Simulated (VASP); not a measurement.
# K32F31 (a cell with a defect) in VASP: single point with PBEsol

Aim: the single point of K32F31 (a cell with a defect) with PBEsol.

All numbers are computed with VASP 6.6.1; they aren't measurements. Logs are shortened: lines on timing, memory, paths and dates and some standing lists are left out, and cuts for length are marked.

## 1. The cell of the first run

The cell holds a defect, 63 atoms: a = 10.612 Å, b = 10.612 Å, c = 10.612 Å, α = 90.00°, β = 90.00°, γ = 90.00°.

## 2. Single point, PBEsol

INCAR reads:

```
SYSTEM = K32F31
PREC = Accurate
ENCUT = 520
EDIFF = 1E-6
ISMEAR = -1
SIGMA = 0.05
LREAL = Auto
LASPH = .True.
NELM = 120
ALGO = Normal
ISIF = 2
LWAVE = .False.
LCHARG = .False.
GGA = PS
NBANDS = 290
NELECT = 504.0
ISYM = -1
GGA_COMPAT = .False.
```

KPOINTS reads:

```
explicit points
1
Reciprocal
  0.25000000   0.25000000   0.25000000 1
```

POSCAR reads:

```
K32F31
1.0
   10.6119280000      0.0000000000      0.0000000000
    0.0000000000     10.6119280000      0.0000000000
    0.0000000000      0.0000000000     10.6119280000
F K
31 32
Direct
    0.2494550000      0.0002470000      0.9999120000
    0.2495120000      0.0001840000      0.4999160000
    0.2496610000      0.5002940000      0.9998830000
    0.7494520000      0.0002430000      0.9998730000
    0.7495130000      0.0000760000      0.4998830000
    0.7495820000      0.5002660000      0.9998270000
    0.7494780000      0.5000900000      0.4997100000
    0.0006250000      0.2514700000      0.9999430000
    0.0043560000      0.2551900000      0.4998710000
    0.0007030000      0.7490250000      0.9999290000
    0.0044450000      0.7452590000      0.4999460000
    0.4982400000      0.2515090000      0.9996740000
    0.4944680000      0.2550960000      0.4996900000
    0.4982430000      0.7490870000      0.9998540000
    0.4946720000      0.7452980000      0.4999050000
    0.0006630000      0.0000930000      0.2511370000
    0.0006740000      0.0003040000      0.7487040000
    0.0045980000      0.5001390000      0.2549130000
    0.0044150000      0.5001540000      0.7450530000
    0.4982470000      0.0002470000      0.2510730000
    0.4982520000      0.0003000000      0.7486820000
    0.4946730000      0.5001740000      0.2546450000
    0.4946550000      0.5002200000      0.7448350000
    0.2494970000      0.2549770000      0.2547220000
    0.2494440000      0.2551810000      0.7447960000
    0.2495850000      0.7451550000      0.2549170000
    0.2494530000      0.7452180000      0.7449020000
    0.7494590000      0.2513790000      0.2509360000
    0.7494010000      0.2514410000      0.7484690000
    0.7495600000      0.7489790000      0.2510600000
    0.7495210000      0.7490100000      0.7487600000
    0.9982850000      0.0003100000      0.9999130000
    0.9967550000      0.0000970000      0.4999340000
    0.9967310000      0.5002630000      0.0000300000
    0.9831450000      0.5001810000      0.4998680000
    0.5005930000      0.0002180000      0.9998760000
    0.5022750000      0.0001630000      0.4998160000
    0.5023870000      0.5003200000      0.9996520000
    0.5158510000      0.5001530000      0.4998100000
    0.2494430000      0.2474750000      0.9998060000
    0.2494260000      0.2337720000      0.4997830000
    0.2494230000      0.7529760000      0.9999380000
    0.2495330000      0.7665750000      0.4998540000
    0.7493660000      0.2490240000      0.9997570000
    0.7494140000      0.2472790000      0.4997390000
    0.7495060000      0.7515150000      0.9998500000
    0.7495600000      0.7528640000      0.4998910000
    0.2494480000      0.0001340000      0.2471070000
    0.2494550000      0.0002520000      0.7527080000
    0.2497410000      0.5000640000      0.2334960000
    0.2494500000      0.5002120000      0.7662610000
    0.7494860000      0.0001870000      0.2486580000
    0.7494290000      0.0002570000      0.7510360000
    0.7495200000      0.5001500000      0.2469680000
    0.7495230000      0.5001560000      0.7525790000
    0.9985780000      0.2493380000      0.2490880000
    0.9985570000      0.2494770000      0.7506840000
    0.9986850000      0.7509470000      0.2490740000
    0.9986210000      0.7510790000      0.7507700000
    0.5003090000      0.2493660000      0.2488460000
    0.5002580000      0.2493760000      0.7505210000
    0.5004500000      0.7510480000      0.2490300000
    0.5003420000      0.7510630000      0.7507080000
```

Potentials or basis: VASP PAW PBE potentials, release 64 (F, K_sv).

On the command line:

```sh
cat potpaw_PBE.64/F/POTCAR potpaw_PBE.64/K_sv/POTCAR > POTCAR
mpirun -np 1 vasp_std > vasp.out
```

OUTCAR:

```text
SYSTEM = K32F31
   PREC = Accurate
   ENCUT = 520
   EDIFF = 1E-6
   ISMEAR = -1
   LREAL = Auto
   LASPH = .True.
   NELM = 120
   ISIF = 2
   GGA = PS
   NELECT = 504.0
   ISYM = -1

 ion  position               nearest neighbor table
   1  0.249  0.000  1.000-  48 2.62  49 2.62  40 2.62  42 2.62  36 2.67  32 2.67
   2  0.250  0.000  0.500-  41 2.48  43 2.48  33 2.68  37 2.68  49 2.68  48 2.68
   3  0.250  0.500  1.000-  50 2.48  51 2.48  42 2.68  38 2.68  40 2.68  34 2.68
   4  0.749  0.000  1.000-  46 2.64  44 2.64  52 2.64  32 2.64  53 2.64  36 2.64
   5  0.750  0.000  0.500-  45 2.62  47 2.62  37 2.62  33 2.62  53 2.67  52 2.67
   6  0.750  0.500  1.000-  54 2.62  34 2.62  38 2.62  55 2.62  44 2.67  46 2.67
[... 23 lines left out ...]
  30  0.750  0.749  0.251-  47 2.64  54 2.64  62 2.64  58 2.64  52 2.67  46 2.67
[... 42 lines left out ...]
                            36 3.73  44 3.73  62 3.74  45 3.74  56 3.74  60 3.74  37 3.74  58 3.74
  53  0.749  0.000  0.751-   4 2.64   5 2.67  21 2.67  29 2.67  17 2.67  31 2.67  44 3.73  46 3.73
                            36 3.73  32 3.73  63 3.74  61 3.74  45 3.74  57 3.74  59 3.74  37 3.74
  54  0.750  0.500  0.247-   6 2.62  28 2.64  30 2.64   7 2.68  22 2.71  18 2.71  39 3.65  35 3.65
                            34 3.71  38 3.71  44 3.74  46 3.74  56 3.75  58 3.75  62 3.75  60 3.75
  55  0.750  0.500  0.753-   6 2.62  29 2.64  31 2.64   7 2.68  23 2.71  19 2.71  35 3.65  39 3.65
                            38 3.71  34 3.71  44 3.74  46 3.74  57 3.75  59 3.75  61 3.75  63 3.75
  56  0.999  0.249  0.249-  28 2.64   8 2.64  16 2.65   9 2.66  18 2.66  24 2.66  32 3.74  52 3.74
                            44 3.74  45 3.75  54 3.75  34 3.75  48 3.75  33 3.75  40 3.75  41 3.77
  57  0.999  0.249  0.751-  29 2.64  17 2.64   8 2.65  19 2.66   9 2.66  25 2.66  44 3.74  53 3.74
                            32 3.74  55 3.75  40 3.75  45 3.75  49 3.75  33 3.75  34 3.75  35 3.77
  58  0.999  0.751  0.249-  30 2.64  10 2.64  16 2.64  18 2.66  11 2.66  26 2.66  46 3.74  52 3.74
                            32 3.74  34 3.75  42 3.75  47 3.75  48 3.75  54 3.75  33 3.75  35 3.77
  59  0.999  0.751  0.751-  31 2.64  10 2.64  17 2.64  11 2.66  27 2.66  19 2.66  46 3.74  53 3.74
                            32 3.74  33 3.75  47 3.75  42 3.75  49 3.75  55 3.75  34 3.75  51 3.77
  60  0.500  0.249  0.249-  20 2.64  28 2.64  12 2.64  22 2.66  24 2.66  13 2.66  36 3.74  44 3.74
                            52 3.74  40 3.75  54 3.75  45 3.75  48 3.75  38 3.75  37 3.75  50 3.76
  61  0.500  0.249  0.751-  21 2.64  29 2.64  12 2.64  25 2.66  13 2.66  23 2.66  53 3.74  44 3.74
                            36 3.74  37 3.75  49 3.75  45 3.75  55 3.75  38 3.75  40 3.75  39 3.77
  62  0.500  0.751  0.249-  30 2.64  14 2.64  20 2.64  26 2.66  22 2.66  15 2.66  52 3.74  46 3.74
                            36 3.74  37 3.75  54 3.75  47 3.75  48 3.75  38 3.75  42 3.75  39 3.77
  63  0.500  0.751  0.751-  14 2.64  31 2.64  21 2.65  15 2.66  23 2.66  27 2.66  53 3.74  46 3.74
                            36 3.74  38 3.75  37 3.75  47 3.75  49 3.75  55 3.75  42 3.75  43 3.77

IMPORTANT INFORMATION: All symmetrisations will be switched off!
NOSYMM: (Re-)initialisation of all symmetry stuff for point group C_1.

----------------------------------------------------------------------------------------

                                     Primitive cell

  volume of cell :    1195.0412

  direct lattice vectors                    reciprocal lattice vectors
    10.611928000  0.000000000  0.000000000     0.094233583  0.000000000  0.000000000
     0.000000000 10.611928000  0.000000000     0.000000000  0.094233583  0.000000000
     0.000000000  0.000000000 10.611928000     0.000000000  0.000000000  0.094233583

  length of vectors
    10.611928000 10.611928000 10.611928000     0.094233583  0.094233583  0.094233583

  position of ions in fractional coordinates (direct lattice)
     0.249455000  0.000247000  0.999912000
     0.249512000  0.000184000  0.499916000
     0.249661000  0.500294000  0.999883000
     0.749452000  0.000243000  0.999873000
     0.749513000  0.000076000  0.499883000
     0.749582000  0.500266000  0.999827000
[... 55 lines left out ...]
     0.500450000  0.751048000  0.249030000
     0.500342000  0.751063000  0.750708000

  ion indices of the primitive-cell ions
   primitive index   ion index
                 1           1
                 2           2
                 3           3
                 4           4
                 5           5
                 6           6
[... 55 lines left out ...]
                62          62
                63          63

----------------------------------------------------------------------------------------

 KPOINTS: explicit points

Read explicit list of k-points.

 Found      1 k-points:

 Following reciprocal coordinates:
            Coordinates               Weight
  0.250000  0.250000  0.250000      1.000000
   k-points           NKPTS =      1   k-points in BZ     NKDIM =      1   number of bands    NBANDS=    290
   number of dos      NEDOS =    301   number of ions     NIONS =     63
   total plane-waves  NPLWV = 512000
   dimension x,y,z NGX =    80 NGY =   80 NGZ =   80
   dimension x,y,z NGXF=   160 NGYF=  160 NGZF=  160
   ions per type =              31  32
   NGX,Y,Z   is equivalent  to a cutoff of  12.53, 12.53, 12.53 a.u.
   NGXF,Y,Z  is equivalent  to a cutoff of  25.07, 25.07, 25.07 a.u.
 SYSTEM =  K32F31
   PREC   = accura    normal or accurate (medium, high low for compatibility)
   ISTART =      0    job   : 0-new  1-cont  2-samecut
   ICHARG =      2    charge: 1-file 2-atom 10-const
   ISPIN  =      1    spin polarized calculation?
   LNONCOLLINEAR =      F non collinear calculations
   LSORBIT =      F    spin-orbit coupling
   LASPH  =      T    aspherical Exc in radial PAW
   ENCUT  =  520.0 eV  38.22 Ry    6.18 a.u.  19.73 19.73 19.73*2*pi/ulx,y,z
   NELM   =    120;   NELMIN=  2; NELMDL= -5     # of ELM steps
   EDIFF  = 0.1E-05   stopping-criterion for ELM
   LREAL  =      T    real-space projection
   EDIFFG = 0.1E-04   stopping-criterion for IOM
   NSW    =      0    number of steps for IOM
   IBRION =     -1    ionic relax: 0-MD 1-quasi-New 2-CG
   NFREE  =      0    steps in history (QN), initial steepest desc. (CG)
   ISIF   =      2    stress and relaxation
   ISYM   =     -1    0-nonsym 1-usesym 2-fastsym
   POTIM  = 0.5000    time-step for ionic-motion
   TEBEG  =    0.0;   TEEND  =   0.0 temperature during run
   PSTRESS=    0.0 pullay stress
   NELECT =     504.0000    total number of electrons
   NUPDOWN=      -1.0000    fix difference up-down
   EMIN   =  10.00;   EMAX   =-10.00  energy-range for DOS
   EFERMI =   0.00;   METHOD = LEGACY
   ISMEAR =    -1;   SIGMA  =   0.05  broadening in eV -4-tet -1-fermi 0-gaus
   EFERMI_NEDOS =   21; number of points for ismear=-14 and -15
   IALGO  =     38    algorithm
   IMIX   =      4    mixing-type and parameters
     AMIX     =   0.40;   BMIX     =  1.00
     AMIX_MAG =   1.60;   BMIX_MAG =  1.00
  volume/ion in A,a.u.               =      18.97       128.01
  Fermi-wavevector in a.u.,A,eV,Ry     =   1.227696  2.320008 20.507199  1.507237
  Thomas-Fermi vector in A             =   2.362649
   LORBIT       =      0    0 simple, 1 ext, 2 COOP (PROOUT), +10 PAW based schemes
   GGA     = PS    functional components
   LHFCALC =     F    Hartree Fock is set to
   AEXX    =    0.0000 exact exchange contribution
   IVDW    =     0    specifies the selected vdW correction
   LEPSILON=     F    determine dielectric tensor
   LRPA    =     F    only Hartree local field effects (RPA)
 non-spin polarized calculation
  energy-cutoff  :      520.00
  volume of cell :     1195.04
 maximum number of plane-waves:     32186
 NGX is ok and might be reduce to    80
   NGX = 39   NGY = 39   NGZ = 39

 number of electron     503.9999674 magnetization

 Free energy of the ion-electron system (eV)
  ---------------------------------------------------
  ext. energy  EPLUGINS =         0.00000000
  ---------------------------------------------------
  free energy    TOTEN  =      -266.72638227 eV

  energy without entropy =     -266.72638227  energy(sigma->0) =     -266.72638227

 E-fermi :  -1.4120     XC(G=0):  -8.6149

 val. band max:       -2.8341964199   @ k =   0.2500   0.2500   0.2500
 cond. band min:       2.8076655384   @ k =   0.2500   0.2500   0.2500
 fundamental gap:      5.6418619584
 Fermi energy:        -1.4119804860

 k-point     1 :       0.2500    0.2500    0.2500
  band No.  band energies     occupation
      1     -28.9519      2.00000
      2     -28.9340      2.00000
      3     -28.9332      2.00000
      4     -28.9310      2.00000
      5     -28.9214      2.00000
      6     -28.9205      2.00000
[... 256 lines left out ...]
    263       5.5804      0.00000
    264       5.7947      0.00000
 [bands above 264 left out]

------------------------ aborting loop because EDIFF is reached ----------------------------------------

  FORCE on cell =-STRESS in cart. coord.  units (eV):
  Direction    XX          YY          ZZ          XY          YZ          ZX
  --------------------------------------------------------------------------------------
  -------------------------------------------------------------------------------------
  Total       -2.1445143     -2.1470025     -2.1469336     -0.0178084      0.0114457      0.0114776
  in kB       -2.8751244     -2.8784604     -2.8783680     -0.0238755      0.0153451      0.0153879
  external PRESSURE =      -2.8773176 kB  Pullay stress =       0.0000000 kB

 VOLUME and BASIS-vectors are now :
 -----------------------------------------------------------------------------
  energy-cutoff  :      520.00
  volume of cell :     1195.04
      direct lattice vectors                 reciprocal lattice vectors
    10.611928000  0.000000000  0.000000000     0.094233583  0.000000000  0.000000000
     0.000000000 10.611928000  0.000000000     0.000000000  0.094233583  0.000000000
     0.000000000  0.000000000 10.611928000     0.000000000  0.000000000  0.094233583

 POSITION                                       TOTAL-FORCE (eV/Angst)
 -----------------------------------------------------------------------------------
      2.64720      0.00262     10.61099         0.001487     -0.001391     -0.000375
      2.64780      0.00195      5.30507         0.001813     -0.001930     -0.000656
      2.64938      5.30908     10.61069        -0.001198     -0.002837     -0.000109
      7.95313      0.00258     10.61058         0.001682     -0.000357     -0.000799
      7.95378      0.00081      5.30472         0.002228      0.001071      0.000014
      7.95451      5.30879     10.61009         0.000433     -0.001330      0.000001
[... 55 lines left out ...]
      5.31074      7.97007      2.64269        -0.001694     -0.001990      0.001872
      5.30959      7.97023      7.96646        -0.002419     -0.001695     -0.002014
 -----------------------------------------------------------------------------------
    total drift:                                0.025120     -0.019528      0.013668

  FREE ENERGIE OF THE ION-ELECTRON SYSTEM (eV)
  ---------------------------------------------------
  free  energy   TOTEN  =      -266.7263822748 eV

  energy  without entropy=     -266.7263822747  energy(sigma->0) =     -266.72638227
```

Run time: 12 min. Hardware: 1 thread of Intel Xeon Platinum 8488C (Sapphire Rapids), shared host; peak memory 1 GiB.

Results:

```
Free energy   : -266.7264 eV
Largest force : 0.021 eV/Å
```

Forces in eV/Å, atoms in the order of the input:
```
F    0.001 -0.001  0.000
F    0.002 -0.002 -0.001
F   -0.001 -0.003  0.000
F    0.002  0.000 -0.001
F    0.002  0.001  0.000
F    0.000 -0.001  0.000
F    0.003  0.001  0.002
F    0.000 -0.004 -0.001
F   -0.005 -0.005  0.000
F   -0.001  0.003  0.000
F   -0.001  0.001 -0.001
F    0.002 -0.002  0.002
F    0.002 -0.003  0.000
F    0.005  0.000  0.000
F    0.001  0.004 -0.002
F    0.000  0.003 -0.002
F   -0.001  0.000  0.002
F   -0.004  0.000 -0.006
F   -0.003  0.002  0.001
F    0.005 -0.002 -0.001
F    0.003 -0.004  0.000
F    0.002  0.001 -0.003
F   -0.001  0.001  0.003
F   -0.001 -0.001 -0.005
F   -0.003 -0.003  0.004
F    0.000  0.004 -0.005
F    0.000  0.005  0.004
F    0.001 -0.004 -0.002
F    0.002 -0.001  0.004
F   -0.001  0.001 -0.002
F    0.000  0.002  0.002
K    0.000  0.000  0.000
K    0.000  0.001  0.001
K    0.001 -0.002 -0.002
K    0.017  0.003 -0.001
K   -0.005  0.001  0.000
K    0.004  0.001  0.000
K    0.000 -0.002  0.003
K   -0.019  0.000 -0.001
K   -0.001 -0.001  0.001
K   -0.001  0.021 -0.001
K    0.002 -0.003 -0.001
K   -0.001 -0.018  0.001
K    0.004  0.005  0.001
K    0.000  0.003  0.001
K    0.001 -0.003  0.001
K    0.000  0.000  0.000
K    0.000  0.000  0.002
K    0.000 -0.002 -0.002
K   -0.003  0.002  0.019
K    0.000  0.001 -0.021
K    0.001 -0.001  0.003
K    0.002 -0.003 -0.005
K    0.001  0.001  0.003
K    0.000  0.000  0.001
K    0.000 -0.003 -0.002
K   -0.002 -0.001  0.000
K   -0.003  0.002 -0.001
K   -0.001  0.001  0.003
K   -0.003  0.002  0.004
K   -0.002  0.004  0.000
K   -0.002 -0.002  0.002
K   -0.002 -0.002 -0.002
```

Caveat: the cell carries a net charge on a neutralising background, which shifts energy and pressure; the cell is charged against a uniform background, so pressure and absolute levels hang on convention; the PAW data sets were made with another functional, which shifts forces and pressure a little.
